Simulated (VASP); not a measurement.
GaN, 2 atoms in the cell. The structure is cubic, space group F-43m (No. 216). Conventional cell: a = 4.507 Å, b = 4.507 Å, c = 4.507 Å, α = 90.00°, β = 90.00°, γ = 90.00°. Within 2.6 Å of Ga (site symmetry -43m) lie 4 N at 1.95 Å. Within 2.6 Å of N (site symmetry -43m) lie 4 Ga at 1.95 Å. 

| Property | Result |
| --- | --- |
| Program | VASP 6.6.1 |
| Task | relaxation of cell and atoms |
| Functional | revPBE |
| Potentials or basis | VASP PAW PBE potentials, release 64 (Ga_d, N) |
| Cutoff | 600 eV |
| k mesh | 10 × 10 × 10 |
| Occupations | fermi-dirac, width 0.05 eV |
| Spin | no spin polarisation |
| Dipole correction | no |
| Further INCAR settings | ALGO = Normal; EDIFF = 1e-07; IBRION = 2; EDIFFG = -0.005; NSW = 80; ISIF = 3 |

Potentials or basis: VASP PAW PBE potentials, release 64 (Ga_d, N).

The run is started by

```sh
$ cat potpaw_PBE.64/Ga_d/POTCAR potpaw_PBE.64/N/POTCAR > POTCAR
$ mpirun -np 1 vasp_std > vasp.out
```

Hardware: 1 thread of Intel(R) Xeon(R) Platinum 8488C (Sapphire Rapids) (shared host).

Task: Estimate the wall time of this run.

Result: Run time: 33 s on 1 thread of Intel(R) Xeon(R) Platinum 8488C (Sapphire Rapids) (shared host), peak memory 0.17 GiB. Counts: scf iterations 32, k points 47, ion steps 3.
